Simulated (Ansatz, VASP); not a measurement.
## Two plane-wave programs on Ti2Co

```
Ti Co
1.0
     0.00000    3.24163    3.24163
     3.24163    0.00000    3.24163
     3.24163    3.24163    0.00000
Ti Co
4 2
Direct
  0.12500 0.12500 0.12500
  0.62500 0.12500 0.12500
  0.12500 0.12500 0.62500
  0.12500 0.62500 0.12500
  0.50000 0.50000 0.50000
  0.75000 0.75000 0.75000
```

Alike in both runs: functional PBEsol; k mesh 1 × 1 × 1; occupations gaussian, width 0.1 eV; collinear spin.

Ansatz relaxed the structure, and its values are those at the end. VASP's run is a single point on that final structure, the one shown.

|  | VASP | Ansatz |
| --- | --- | --- |
| version | VASP 6.6.1 | Ansatz 0.2.0 |
| potentials or method | VASP PAW PBE potentials, release 64 (Ti_sv, Co_sv), cutoff 690 eV | scalar-relativistic, plane waves, PAW |
| valence electrons in the cell | 82 | 82 |

|  | VASP | Ansatz | Ansatz less VASP |
| --- | --- | --- | --- |
| pressure (GPa) | -0.7 | 0.0 | +0.68 |
| net moment per atom (μB) | 0.67 | 0.67 | 0.000 |
| size of the moment on the site where the two differ most (μB) | 0.49 | 0.40 | -0.090 |

VASP's potentials were made for PBE, not for PBEsol. Site moments also hang on the region over which each program counts them. The functional is the same, so the differences come from potentials, cutoffs and numerics.

The k mesh is coarse, so the values compare programs but aren't converged.
